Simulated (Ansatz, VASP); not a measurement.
**Two plane-wave programs on B**

```
B
1.0
    -1.13821    1.13821    1.13821
     1.13821   -1.13821    1.13821
     1.13821    1.13821   -1.13821
B
1
Cartesian
  0.0000 0.0000 0.0000
```

Change from the starting cell: volume scaled by 0.96, PAW files.

Alike in both runs: task electric field gradients; functional PBE; k mesh 18 × 18 × 18; occupations fermi-dirac, width 0.08 eV; no spin polarisation.

|  | VASP | Ansatz |
| --- | --- | --- |
| version | VASP 6.6.1 | Ansatz 0.2.0 |
| potentials or method | VASP PAW PBE potentials, release 64 (B) | PAW with Ansatz's default frozen-core files, scalar-relativistic |
| plane-wave cutoff (eV) | 520 | 420 |
| valence electrons in the cell | 3 | 3 |

|  | VASP | Ansatz | Ansatz less VASP |
| --- | --- | --- | --- |
| pressure (GPa) | 10.2 | 10.3 | +0.09 |
